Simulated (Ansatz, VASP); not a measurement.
**Two plane-wave programs on CaPb4**

```
CELL_PARAMETERS angstrom
-4.39236 4.39236 3.86389
4.39236 -4.39236 3.86389
4.39236 4.39236 -3.86389
ATOMIC_POSITIONS crystal
Pb 0.36250 0.79920 0.56330
Pb 0.79920 0.73590 0.43670
Pb 0.73590 0.79920 0.93670
Pb 0.79920 0.36250 0.06330
Pb 0.63750 0.20080 0.43670
Pb 0.20080 0.63750 0.93670
Pb 0.26410 0.20080 0.06330
Pb 0.20080 0.26410 0.56330
Ca 0.87500 0.12500 0.75000
Ca 0.12500 0.87500 0.25000
```

Alike in both runs: task single point; functional r2SCAN; k mesh 3 × 3 × 3; occupations gaussian, width 0.2724 eV; no spin polarisation.

|  | VASP | Ansatz |
| --- | --- | --- |
| version | VASP 6.6.1 | Ansatz 0.2.0 |
| potentials or method | VASP PAW PBE potentials, release 64 (Pb_d, Ca_sv), cutoff 520 eV | PAW plane waves |
| valence electrons in the cell | 132 | 132 |

```tsv
	VASP	Ansatz	Ansatz less VASP
gap on the k mesh at the Fermi level (eV)	none	none	-
pressure (GPa)	7.5	7.4	-0.14
traceless stress, the component that is largest in VASP (GPa)	0.58	0.58	+0.001
rms of the force components (eV/Å)	0.898	0.885	-0.0121
```

VASP's potentials were made for PBE, not for r2SCAN. Atom by atom the forces differ by 0.012 eV/Å (rms over components). A gap of «none» marks a metal or a gap that the smearing closes.

The k mesh is coarse, so the values compare programs but aren't converged. Spin-orbit coupling is off throughout.
